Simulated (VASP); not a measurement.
A run of VASP 6.6.1 is set up as follows.

File POSCAR:

```
Rh
1.0
    0.0000000000      1.9008071574      1.9008071574
    1.9008071574      0.0000000000      1.9008071574
    1.9008071574      1.9008071574      0.0000000000
Rh
1
Direct
    0.0000000000      0.0000000000      0.0000000000
```

INCAR.step1

```
PREC = Accurate ; ENCUT = 520
ISMEAR = -1 ; SIGMA = 0.01
LREAL = F ; LASPH = T
NELM = 60 ; NBANDS = 14
GGA = PE ; ALGO = Normal
EDIFF = 1E-4 ; LWAVE = T
LCHARG = F
```

File INCAR.step2:

```
PREC = Accurate ; ENCUT = 520
EDIFF = 1E-6 ; ISMEAR = -1
SIGMA = 0.01 ; LREAL = F
LASPH = T ; NELM = 60
ALGO = Normal ; ISIF = 2
LWAVE = F ; LCHARG = F
METAGGA = R2SCAN ; LMIXTAU = T
NBANDS = 14 ; ISTART = 1
```

The input KPOINTS:

```
Automatic mesh
0
Gamma
  14 14 14
```

Potentials or basis: VASP PAW PBE potentials, release 64 (Rh_pv).

The run is started by

```bash
$ cat potpaw_PBE.64/Rh_pv/POTCAR > POTCAR
$ cp INCAR.step1 INCAR
$ mpirun -np 1 vasp_std > vasp.out
$ cp INCAR.step2 INCAR
$ mpirun -np 1 vasp_std > vasp.out
```

Question: Estimate the pressure.

Answer: 0.8 GPa.

Caveat: the PAW data sets were made with another functional, which shifts forces and pressure a little.
